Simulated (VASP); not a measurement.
Runs of VASP 6.6.1 on GaN. The structure is that of space group F-43m (No. 216), or close to it. The cells are those of the table. 

```csv
task,cell,cutoff (eV),smearing,gap on the mesh (eV),pressure (GPa)
single point,"a = 3.181, b = 3.181, c = 3.149 Å, angles 60.3, 60.3, 59.9°, 2 atoms",600,gaussian 0.02 eV,1.70,0.6
single point,"a = 3.179, b = 3.179, c = 3.149 Å, angles 60.3, 60.3, 59.9°, 2 atoms",600,gaussian 0.02 eV,1.72,0.9
single point,"a = 3.184, b = 3.184, c = 3.149 Å, angles 60.4, 60.4, 60.0°, 2 atoms",600,gaussian 0.02 eV,(a),0.1
relaxation of the atoms,"atoms relaxed from a = 3.179, b = 3.179, c = 3.149 Å, angles 60.3, 60.3, 59.9°, 2 atoms",520,gaussian 0.02 eV,1.72,1.1
single point,"a = 3.181, b = 3.181, c = 3.149 Å, angles 60.3, 60.3, 59.9°, 2 atoms",600,gaussian 0.01 eV,1.70,0.5
single point,"a = 3.179, b = 3.179, c = 3.149 Å, angles 60.3, 60.3, 60.2°, 2 atoms",600,gaussian 0.02 eV,1.70,0.5
```

Alike in all rows: level PBEsol; potentials or basis VASP PAW PBE potentials, release 64 (Ga_d, N); no spin polarisation; k mesh 10 × 10 × 10.

Task: Fill in the values left out.

Result: (a) 1.68.

Caveats: the PAW data sets were made with another functional, which shifts forces and pressure a little.

A k mesh can miss the band edges, and the runs leave out spin-orbit coupling on Ga.
